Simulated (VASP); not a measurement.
# Rb3ClO: single point with LDA

The system is Rb3ClO.

```
Rb Cl O
1.0
     5.81000   -1.16200   -1.16200
    -1.16200    5.81000   -1.16200
    -1.16200   -1.16200    5.81000
Rb Cl O
3 1 1
Direct
  0.00000 0.00000 0.50000
  0.00000 0.50000 0.00000
  0.50000 0.00000 0.00000
  0.50000 0.50000 0.50000
  0.00000 0.00000 0.00000
```

This cell differs from its parent crystal: ratio of the length along [111] to the lengths across it x 0.5, volume and fractional coordinates fixed.

```yaml
Program: VASP 6.6.1
Task: single point
Functional: LDA
Potentials_or_basis: VASP PAW LDA potentials, release 64 (Rb_sv, Cl, O)
Cutoff: 520 eV
k_mesh: 8 × 8 × 8
Occupations: gaussian, width 0.03 eV
Spin: no spin polarisation
```

The pressure is -2.4 GPa. The band gap on the k mesh is zero (bands 20 and 21 overlap by 0.24 eV).

Stress tensor (GPa, compression positive):
```
-2.41  3.07  3.07
 3.07 -2.41  3.07
 3.07  3.07 -2.41
```

Levels at points of the mesh, in eV from the Fermi level:
```
           k point  band 16  band 17  band 18  band 19  band 20  band 21  band 22  band 23  band 24  band 25
(0.00, 0.00, 0.00)    -3.53    -3.45    -1.02    -0.67    -0.67     0.11     0.83     0.83     2.79     2.79
(0.50, 0.00, 0.00)    -3.74    -3.12    -1.22    -0.78    -0.72     0.97     1.12     2.27     3.05     3.21
(0.50, 0.00, 0.50)    -3.74    -3.59    -1.38    -0.94     0.05     0.97     1.38     1.99     2.99     3.38
(0.50, 0.50, 0.50)    -3.60    -3.02    -1.54    -1.54    -0.95     1.34     1.34     2.47     2.95     2.95
```

Run time: 3.8 min on 1 thread of AMD EPYC 9R45 96-Core Processor (Zen 5) (shared host), peak memory 0.4 GiB.

Caveat: semilocal functionals underestimate gaps, and a narrow one can read as zero.
